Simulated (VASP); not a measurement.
Write the native input for VASP 6.6.1 that does the following.

```
Task                   : relaxation of cell and atoms
Functional             : PBE
Potentials or basis    : VASP PAW PBE potentials, release 64 (Cd, H)
Cutoff                 : 600 eV
k mesh                 : 4 × 4 × 4
Occupations            : gaussian, width 0.02 eV
Spin                   : no spin polarisation
Dipole correction      : no
Further INCAR settings : ALGO = Normal; EDIFF = 1e-06; IBRION = 2; EDIFFG = -0.01; NSW = 100; ISIF = 3
```

The structure of CdH6 lies in POSCAR:

```
CdH6
1.0
    5.9663094078      0.0000000000      0.0000000000
    0.0000000000      5.9663094078      0.0000000000
    0.0000000000      0.0000000000      5.9663094078
Cd H
1 6
Direct
    0.0000000000      0.0000000000      0.0000000000
    0.0628808557      0.5000000000      0.5000000000
    0.5000000000      0.0628808557      0.5000000000
    0.9371191443      0.5000000000      0.5000000000
    0.5000000000      0.9371191443      0.5000000000
    0.5000000000      0.5000000000      0.0628808557
    0.5000000000      0.5000000000      0.9371191443
```

The cell was generated, and may not be a known phase.

One way to write it, as run:

INCAR

```
PREC = Accurate ; ENCUT = 600
EDIFF = 1E-6 ; ISMEAR = 0
SIGMA = 0.02 ; LREAL = F
LASPH = T ; NELM = 60
ALGO = Normal ; ISIF = 3
LWAVE = F ; LCHARG = F
GGA = PE ; IBRION = 2
NSW = 100 ; EDIFFG = -0.01
```

KPOINTS

```
regular mesh
0
Gamma
  4 4 4
```

Potentials or basis: VASP PAW PBE potentials, release 64 (Cd, H).

Launch:

```console
$ cat potpaw_PBE.64/Cd/POTCAR potpaw_PBE.64/H/POTCAR > POTCAR
$ mpirun -np 1 vasp_std > vasp.out
```

Results of the run:

```yaml
Relaxed_volume: 30.34 Å³/atom
Relaxed_cell: a = 5.966 Å, b = 5.966 Å, c = 5.966 Å, α = 90.00°, β = 90.00°, γ = 90.00°
Space_group_after_relaxing_to_0.1_Å: Pm-3m (No. 221)
Energy_gained_by_relaxing: 0.0 meV/atom
Ionic_steps: 3
Pressure_after_relaxing: 0.0 GPa
Band_gap_on_the_k_mesh: 3.77 eV
```

Run time: 51 s on 1 thread of Intel(R) Xeon(R) Platinum 8259CL CPU @ 2.50GHz (Skylake/Cascade Lake), on a shared host, peak memory 0.34 GiB.
